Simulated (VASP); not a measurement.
Write the native input for VASP 6.6.1 that does the following.

| Item | Value |
| --- | --- |
| Task | single point |
| Functional | r2SCAN |
| Potentials or basis | VASP PAW PBE potentials, release 64 (Mg, O) |
| Cutoff | 520 eV |
| k mesh | 9 × 9 × 8 |
| Occupations | gaussian, width 0.05 eV |
| Spin | no spin polarisation |
| Dipole correction | no |
| Further INCAR settings | ALGO = Normal; EDIFF = 1e-06; NBANDS = 11 |

MgO:

```xyz
2
Lattice="3.3787 0.0000 0.0000 -1.6894 2.9261 0.0000 0.0000 0.0000 2.6797" Properties=species:S:1:pos:R:3 pbc="T T T"
Mg    0.0000    0.0000    0.0000
O     0.0000    1.9507    1.3398
```

This cell differs from its parent crystal: strain +0.1500 x Voigt [1, 1, 0, 0, 0, 0].

One way to write it, as run:

POSCAR

```
MgO
1.0
    3.3787240389      0.0000000000      0.0000000000
   -1.6893620195      2.9260608501      0.0000000000
    0.0000000000      0.0000000000      2.6796800000
Mg O
1 1
Direct
    0.0000000000      0.0000000000      0.0000000000
    0.3333333333      0.6666666667      0.5000000000
```

INCAR.step1

```
SYSTEM = MgO
  ALGO = Normal
  EDIFF = 1E-4
  ENCUT = 520
  GGA = PE
  ISMEAR = 0
  LASPH = .TRUE.
  LCHARG = .FALSE.
  LREAL = .FALSE.
  LWAVE = .TRUE.
  NBANDS = 11
  NELM = 60
  PREC = Accurate
  SIGMA = 0.05
```

INCAR.step2

```
SYSTEM = MgO
  ALGO = Normal
  EDIFF = 1E-6
  ENCUT = 520
  ISIF = 2
  ISMEAR = 0
  ISTART = 1
  LASPH = .TRUE.
  LCHARG = .FALSE.
  LMIXTAU = .TRUE.
  LREAL = .FALSE.
  LWAVE = .FALSE.
  METAGGA = R2SCAN
  NBANDS = 11
  NELM = 60
  PREC = Accurate
  SIGMA = 0.05
```

KPOINTS

```
k-points
0
G
  9 9 8
  0 0 0
```

Potentials or basis: VASP PAW PBE potentials, release 64 (Mg, O).

Launch:

```console
$ cat potpaw_PBE.64/Mg/POTCAR potpaw_PBE.64/O/POTCAR > POTCAR
$ cp INCAR.step1 INCAR
$ mpirun -np 1 vasp_std > vasp.out
$ cp INCAR.step2 INCAR
$ mpirun -np 1 vasp_std > vasp.out
```

Results of the run:

| Property | Result |
| --- | --- |
| Pressure | -23.5 GPa |
| Band gap on the k mesh | 0.88 eV, indirect (least direct gap 1.05 eV) |

Caveat: the cell differs from its parent crystal (strain +0.1500 x Voigt [1, 1, 0, 0, 0, 0]); the PAW data sets were made with another functional, which shifts forces and pressure a little.

Wall time 58 s on 1 thread of Intel Xeon 6975P-C, with other jobs on the host, peak memory 0.16 GiB.
